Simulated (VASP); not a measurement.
Write the native input for VASP 6.6.1 that does the following.

```
Task                   : single point
Functional             : PBE
Potentials or basis    : VASP PAW PBE potentials, release 64 (Zr_sv, B)
Cutoff                 : 520 eV
k mesh                 : 12 × 12 × 12
Occupations            : gaussian, width 0.1 eV
Spin                   : no spin polarisation
Dipole correction      : no
Further INCAR settings : ALGO = Normal; EDIFF = 1e-06; NBANDS = 14
```

The structure of ZrB lies in POSCAR:

```
ZrB
1.0
    0.0000000000      2.4563210000      2.4563210000
    2.4563210000      0.0000000000      2.4563210000
    2.4563210000      2.4563210000      0.0000000000
Zr B
1 1
Direct
    0.5000000000      0.5000000000      0.5000000000
    0.0000000000      0.0000000000      0.0000000000
```

These files were run (other wordings do the same):

INCAR

```
SYSTEM = ZrB
PREC     = Accurate       ! precision mode
ENCUT    = 520            ! plane-wave cutoff, eV
EDIFF    = 1E-6           ! SCF threshold, eV
ISMEAR   = 0              ! smearing method
SIGMA    = 0.1            ! smearing width, eV
LREAL    = .FALSE.        ! projectors in reciprocal space
LASPH    = .TRUE.         ! aspherical terms in the spheres
NELM     = 100            ! most SCF steps
ALGO     = Normal         ! electronic algorithm
ISIF     = 2              ! what is computed and relaxed
LWAVE    = .FALSE.        ! write WAVECAR
LCHARG   = .FALSE.        ! write CHGCAR
GGA      = PE             ! functional
NBANDS   = 14             ! bands
```

KPOINTS

```
regular mesh
0
G
  12 12 12
  0 0 0
```

Potentials or basis: VASP PAW PBE potentials, release 64 (Zr_sv, B).

The run is started by

```bash
$ cat potpaw_PBE.64/Zr_sv/POTCAR potpaw_PBE.64/B/POTCAR > POTCAR
$ mpirun -np 1 vasp_std > vasp.out
```

Results of the run:

The pressure is -0.7 GPa.

Run time: 62 s on 1 thread of AMD EPYC 7R13, with other jobs on the host, peak memory 0.14 GiB.
